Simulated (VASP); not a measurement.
A run of VASP 6.6.1 is set up as follows.

The input INCAR:

```
PREC = Accurate
ENCUT = 520
EDIFF = 1E-6
ISMEAR = 0
SIGMA = 0.05
LREAL = F
LASPH = T
NELM = 60
ALGO = Normal
ISIF = 2
LWAVE = F
LCHARG = T
GGA = PS
LELF = T
LVHAR = T
NBANDS = 16
```

File KPOINTS:

```
Automatic mesh
0
Gamma
  9 9 6
```

The input POSCAR:

```
AlN
1.0
    3.2374140016      0.0000000000      0.0000000000
   -1.6187070008      2.8036827679      0.0000000000
    0.0000000000      0.0000000000      3.9952926194
Al N
2 2
Direct
    0.3333333333      0.6666666667      0.7500000000
    0.6666666667      0.3333333333      0.2500000000
    0.3333333333      0.6666666667      0.2500000000
    0.6666666667      0.3333333333      0.7500000000
```

Potentials or basis: VASP PAW PBE potentials, release 64 (Al, N).

Command:

```console
$ cat potpaw_PBE.64/Al/POTCAR potpaw_PBE.64/N/POTCAR > POTCAR
$ mpirun -np 1 vasp_std > vasp.out
```

(1) Estimate the band gap on the k mesh.

(2) Estimate the pressure.

Results:

(1) 3.91 eV, direct.

(2) 18.4 GPa.

Caveat: the PAW data sets were made with another functional, which shifts forces and pressure a little.
